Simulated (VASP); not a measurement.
CdB26P27 (a cell with a defect), 54 atoms in the cell. The cell holds a defect, 54 atoms: a = 9.627 Å, b = 9.627 Å, c = 9.627 Å, α = 60.00°, β = 60.00°, γ = 60.00°. 

* Program: VASP 6.6.1
* Task: electric field gradients
* Functional: PBE
* Potentials or basis: VASP PAW PBE potentials, release 64 (Cd, B, P)
* Cutoff: 520 eV
* k mesh: 3 × 3 × 3
* Occupations: fermi-dirac, width 0.01 eV
* Spin: no spin polarisation
* Dipole correction: no
* Charge: -1
* Further INCAR settings: LREAL = Auto; ALGO = Normal; EDIFF = 1e-08; NBANDS = 146; NELECT = 226.0

Potentials or basis: VASP PAW PBE potentials, release 64 (Cd, B, P).

Command:

```bash
$ cat potpaw_PBE.64/Cd/POTCAR potpaw_PBE.64/B/POTCAR potpaw_PBE.64/P/POTCAR > POTCAR
$ mpirun -np 1 vasp_std > vasp.out
```

Hardware: 1 thread of Intel Xeon 6975P-C (shared host).

Problem. How long does it take, and how much memory?

Solution. Wall time 23 min on 1 thread of Intel Xeon 6975P-C (shared host), peak memory 0.87 GiB. Counts: scf iterations 19, k points 4.
